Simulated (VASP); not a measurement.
# BN (Cm) in VASP: notebook, part 2 of 2

VASP 6.6.1. The steps go on from the part before.

**3. Single point, PBE+D3(BJ) (strain +0.0250 x Voigt [0, 0, 0, 1, 0, 0])**

Input file INCAR:

```
  ALGO = Normal
  EDIFF = 1E-6
  ENCUT = 520
  GGA = PE
  ISIF = 2
  ISMEAR = 0
  IVDW = 12
  LASPH = T
  LCHARG = T
  LELF = T
  LREAL = F
  LVHAR = T
  LWAVE = F
  NBANDS = 11
  NELM = 100
  PREC = Accurate
  SIGMA = 0.05
```

Input file KPOINTS:

```
k-points
0
Gamma
  12 12 12
```

Input file POSCAR:

```
BN
1.0
    1.2530568997      0.7646387950      3.3039276916
   -1.2530568997      0.7646387950      3.3039276916
    0.0000000000     -1.4057194200      3.2767982139
B N
1 1
Direct
    0.9996975446      0.9996975446      0.9996975446
    0.3327354554      0.3327354554      0.3327354554
```

Potentials or basis: VASP PAW PBE potentials, release 64 (B, N).

On the command line:

```sh
> cat potpaw_PBE.64/B/POTCAR potpaw_PBE.64/N/POTCAR > POTCAR
> mpirun -np 1 vasp_std > vasp.out
```

OUTCAR:

```text
EDIFF = 1E-6
   ENCUT = 520
   GGA = PE
   ISIF = 2
   ISMEAR = 0
   IVDW = 12
   LASPH = T
   LREAL = F
   NELM = 100
   PREC = Accurate
 IVDW          = 12

 ion  position               nearest neighbor table
   1  1.000  1.000  1.000-   2 1.45   2 1.45   2 1.45
   2  0.333  0.333  0.333-   1 1.45   1 1.45   1 1.45

  LATTYP: Found a base centered monoclinic cell.
 ALAT       =     4.3410555352
 B/A-ratio  =     0.5773051690
 C/A-ratio  =     0.8213654482
 COS(beta)  =    -0.3827281530

  Lattice vectors:

 A1 = (   1.2530568997,   2.1703582150,   0.0271294777)
 A2 = (  -1.2530568997,   2.1703582150,   0.0271294777)
 A3 = (   0.0000000000,  -1.4057194200,   3.2767982139)

Analysis of symmetry for initial positions (statically):
=====================================================================
 Subroutine PRICEL returns:
 Original cell was already a primitive cell.

 Routine SETGRP: Setting up the symmetry group for a
 base centered monoclinic supercell.

 Subroutine GETGRP returns: Found  2 space group operations
 (whereof  2 operations were pure point group operations)
 out of a pool of  4 trial point group operations.

The static configuration has the point symmetry C_1h.

Analysis of symmetry for dynamics (positions and initial velocities):
=====================================================================
 Subroutine PRICEL returns:
 Original cell was already a primitive cell.

 Routine SETGRP: Setting up the symmetry group for a
 base centered monoclinic supercell.

 Subroutine GETGRP returns: Found  2 space group operations
 (whereof  2 operations were pure point group operations)
 out of a pool of  4 trial point group operations.

The dynamic configuration has the point symmetry C_1h.

 Subroutine INISYM returns: Found  2 space group operations
 (whereof  2 operations are pure point group operations),
 and found     1 'primitive' translations

----------------------------------------------------------------------------------------

                                     Primitive cell

  volume of cell :      17.9186

  direct lattice vectors                    reciprocal lattice vectors
     1.253056900  0.764638795  3.303927692     0.399024178  0.229147935  0.098302575
    -1.253056900  0.764638795  3.303927692    -0.399024178  0.229147935  0.098302575
     0.000000000 -1.405719420  3.276798214     0.000000000 -0.462090222  0.106943052

  length of vectors
     3.615350920  3.615350920  3.565593025     0.470523610  0.470523610  0.474303900

  position of ions in fractional coordinates (direct lattice)
     0.999697545  0.999697545  0.999697545
     0.332735455  0.332735455  0.332735455

  ion indices of the primitive-cell ions
   primitive index   ion index
                 1           1
                 2           2

----------------------------------------------------------------------------------------

 KPOINTS: k-points

Automatic generation of k-mesh.
 Grid dimensions read from file:
 generate k-points for:   12   12   12

 Generating k-lattice:

  Cartesian coordinates                     Fractional coordinates (reciprocal lattice)
     0.033252015  0.019095661  0.008191881     0.083333333  0.000000000  0.000000000
    -0.033252015  0.019095661  0.008191881     0.000000000  0.083333333  0.000000000
     0.000000000 -0.038507518  0.008911921     0.000000000  0.000000000  0.083333333

  Length of vectors
[... 38 lines left out ...]
   number of dos      NEDOS =    301   number of ions     NIONS =      2
   total plane-waves  NPLWV =  21952
   dimension x,y,z NGX =    28 NGY =   28 NGZ =   28
   dimension x,y,z NGXF=    56 NGYF=   56 NGZF=   56
   ions per type =               1   1
   NGX,Y,Z   is equivalent  to a cutoff of  12.88, 12.88, 13.06 a.u.
   NGXF,Y,Z  is equivalent  to a cutoff of  25.75, 25.75, 26.11 a.u.
 SYSTEM =  unknown system
   PREC   = accura    normal or accurate (medium, high low for compatibility)
   ISTART =      0    job   : 0-new  1-cont  2-samecut
   ICHARG =      2    charge: 1-file 2-atom 10-const
   ISPIN  =      1    spin polarized calculation?
   LNONCOLLINEAR =      F non collinear calculations
   LSORBIT =      F    spin-orbit coupling
   LASPH  =      T    aspherical Exc in radial PAW
   ENCUT  =  520.0 eV  38.22 Ry    6.18 a.u.   6.72  6.72  6.63*2*pi/ulx,y,z
   NELM   =    100;   NELMIN=  2; NELMDL= -5     # of ELM steps
   EDIFF  = 0.1E-05   stopping-criterion for ELM
   LREAL  =      F    real-space projection
   EDIFFG = 0.1E-04   stopping-criterion for IOM
   NSW    =      0    number of steps for IOM
   IBRION =     -1    ionic relax: 0-MD 1-quasi-New 2-CG
   NFREE  =      0    steps in history (QN), initial steepest desc. (CG)
   ISIF   =      2    stress and relaxation
   ISYM   =      2    0-nonsym 1-usesym 2-fastsym
   POTIM  = 0.5000    time-step for ionic-motion
   TEBEG  =    0.0;   TEEND  =   0.0 temperature during run
   PSTRESS=    0.0 pullay stress
   NELECT =       8.0000    total number of electrons
   NUPDOWN=      -1.0000    fix difference up-down
   EMIN   =  10.00;   EMAX   =-10.00  energy-range for DOS
   EFERMI =   0.00;   METHOD = LEGACY
   ISMEAR =     0;   SIGMA  =   0.05  broadening in eV -4-tet -1-fermi 0-gaus
   EFERMI_NEDOS =   21; number of points for ismear=-14 and -15
   IALGO  =     38    algorithm
   IMIX   =      4    mixing-type and parameters
     AMIX     =   0.40;   BMIX     =  1.00
     AMIX_MAG =   1.60;   BMIX_MAG =  1.00
  volume/ion in A,a.u.               =       8.96        60.46
  Fermi-wavevector in a.u.,A,eV,Ry     =   1.251229  2.364479 21.300912  1.565573
  Thomas-Fermi vector in A             =   2.385186
   LORBIT       =      0    0 simple, 1 ext, 2 COOP (PROOUT), +10 PAW based schemes
   GGA     = PE    functional components
   LHFCALC =     F    Hartree Fock is set to
   AEXX    =    0.0000 exact exchange contribution
   IVDW    =    12    specifies the selected vdW correction
   LEPSILON=     F    determine dielectric tensor
   LRPA    =     F    only Hartree local field effects (RPA)
 non-spin polarized calculation
 Gauss-broadening in eV      SIGMA  =   0.05
  energy-cutoff  :      520.00
  volume of cell :       17.92
 maximum number of plane-waves:       499
   NGX = 13   NGY = 13   NGZ = 13

 number of electron       8.0000000 magnetization

 Free energy of the ion-electron system (eV)
  ---------------------------------------------------
  ext. energy  EPLUGINS =         0.00000000
  ---------------------------------------------------
  free energy    TOTEN  =       -17.57476097 eV

  energy without entropy =      -17.57476097  energy(sigma->0) =      -17.57476097

 E-fermi :   2.5701     XC(G=0): -10.1262

 val. band max:        2.3370002327   @ k =  -0.3333   0.3333   0.0000
 cond. band min:       6.4719625918   @ k =   0.5000  -0.0000   0.5000
 fundamental gap:      4.1349623591
 Fermi energy:         2.5700544975

 k-point     1 :       0.0000    0.0000    0.0000
  band No.  band energies     occupation
      1     -15.4704      2.00000
      2      -1.7152      2.00000
      3       1.0140      2.00000
      4       1.0169      2.00000
      5       7.6132      0.00000
      6      13.9431      0.00000
      7      13.9608      0.00000
      8      15.4350      0.00000
      9      17.0878      0.00000
     10      28.1874      0.00000
     11      30.7328      0.00000
[... 309 lines left out ...]
 k-point    24 :      -0.4167    0.1667    0.0000
  band No.  band energies     occupation
      1     -12.0263      2.00000
      2      -6.2894      2.00000
      3      -3.0971      2.00000
      4       2.0484      2.00000
      5       7.5638      0.00000
      6      13.7867      0.00000
      7      15.9204      0.00000
      8      16.7986      0.00000
      9      20.1398      0.00000
     10      23.2625      0.00000
     11      25.7283      0.00000

 [... further k-points ...]

------------------------ aborting loop because EDIFF is reached ----------------------------------------

 Edisp (eV)   -0.28464

 E8    (eV) :    -0.0835

  FORCE on cell =-STRESS in cart. coord.  units (eV):
  Direction    XX          YY          ZZ          XY          YZ          ZX
  --------------------------------------------------------------------------------------
  -------------------------------------------------------------------------------------
  Total       0.01032     0.02162    -0.01274     0.00000    -0.01553     0.00000
  in kB       0.92285     1.93315    -1.13921     0.00000    -1.38865     0.00000
  external pressure =        0.57 kB  Pullay stress =        0.00 kB

 VOLUME and BASIS-vectors are now :
 -----------------------------------------------------------------------------
  energy-cutoff  :      520.00
  volume of cell :       17.92
      direct lattice vectors                 reciprocal lattice vectors
     1.253056900  0.764638795  3.303927692     0.399024178  0.229147935  0.098302575
    -1.253056900  0.764638795  3.303927692    -0.399024178  0.229147935  0.098302575
     0.000000000 -1.405719420  3.276798214     0.000000000 -0.462090222  0.106943052

 POSITION                                       TOTAL-FORCE (eV/Angst)
 -----------------------------------------------------------------------------------
      0.00000      0.12352      9.88166         0.000000      0.000624     -0.000319
      0.00000      0.04111      3.28897         0.000000     -0.000624      0.000319
 -----------------------------------------------------------------------------------
    total drift:                                0.000000      0.000059      0.000070

  FREE ENERGIE OF THE ION-ELECTRON SYSTEM (eV)
  ---------------------------------------------------
  free  energy   TOTEN  =       -17.8594014527 eV

  energy  without entropy=      -17.8594014527  energy(sigma->0) =      -17.85940145
```

Run time: 84 s. Hardware: 1 thread of Intel Xeon Platinum 8559C (Emerald Rapids), shared host; peak memory 0.21 GiB.

Results:

* Free energy: -17.8594 eV
* Pressure: 0.1 GPa
* Band gap on the k mesh: 4.13 eV, indirect (least direct gap 4.65 eV)
* Dispersion energy per atom: -0.142 eV

Caveat: the cell differs from its parent crystal (strain +0.0250 x Voigt [0, 0, 0, 1, 0, 0]).
